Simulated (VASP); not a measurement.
Hf3SnTe8: single point with PBE

Crystal: Hf3SnTe8.

```
CELL_PARAMETERS angstrom
4.02293 0.00000 0.00000
-2.01147 3.48396 0.00000
0.00000 0.00000 28.98444
ATOMIC_POSITIONS crystal
Hf 0.00000 0.00000 0.00000
Hf 0.00000 0.00000 0.24809
Hf 0.00000 0.00000 0.75191
Sn 0.00000 0.00000 0.50000
Te 0.33333 0.66667 0.06039
Te 0.33333 0.66667 0.30846
Te 0.33333 0.66667 0.56291
Te 0.33333 0.66667 0.81234
Te 0.66667 0.33333 0.18766
Te 0.66667 0.33333 0.43709
Te 0.66667 0.33333 0.69154
Te 0.66667 0.33333 0.93961
```

* Program: VASP 6.6.1
* Task: single point
* Functional: PBE
* Potentials or basis: VASP PAW PBE potentials, release 64 (Hf_pv, Sn_d, Te)
* Cutoff: 520 eV
* k mesh: 12 × 12 × 2
* Occupations: gaussian, width 0.1 eV
* Spin: no spin polarisation
* Dipole correction: no
* Further INCAR settings: ALGO = Normal; EDIFF = 1e-06; NBANDS = 58

```json
{"Pressure": "-0.1 GPa", "Largest force": "0.024 eV/Å", "Band gap on the k mesh": "zero (bands 46 and 47 overlap by 0.54 eV)"}
```

Forces on the atoms (eV/Å):
```
Hf   0.000  0.000  0.000
Hf   0.000  0.000  0.001
Hf   0.000  0.000 -0.001
Sn   0.000  0.000  0.000
Te   0.000  0.000 -0.023
Te   0.000  0.000 -0.024
Te   0.000  0.000  0.015
Te   0.000  0.000 -0.024
Te   0.000  0.000  0.024
Te   0.000  0.000 -0.015
Te   0.000  0.000  0.024
Te   0.000  0.000  0.023
```

Levels at points of the mesh, in eV from the Fermi level:
```
           k point  band 44  band 45  band 46  band 47  band 48  band 49
(0.00, 0.00, 0.00)     0.22     0.24     0.24     0.81     0.85     0.85
(0.50, 0.00, 0.00)    -1.15    -1.09    -0.50    -0.29     0.04     0.07
(0.00, 0.00, 0.50)     0.22     0.25     0.25     0.85     0.85     0.87
(0.50, 0.00, 0.50)    -1.14    -1.09    -0.50    -0.28     0.00     0.11
```

It took 27 min on 1 thread of Intel(R) Xeon(R) 6975P-C (Granite Rapids) (shared host), peak memory 0.97 GiB.

Caveat: spin-orbit coupling is left out, which moves the levels of the heavy elements; this functional lacks dispersion, which binds layers or chains, so the pressure and a relaxed spacing across them are unreliable.
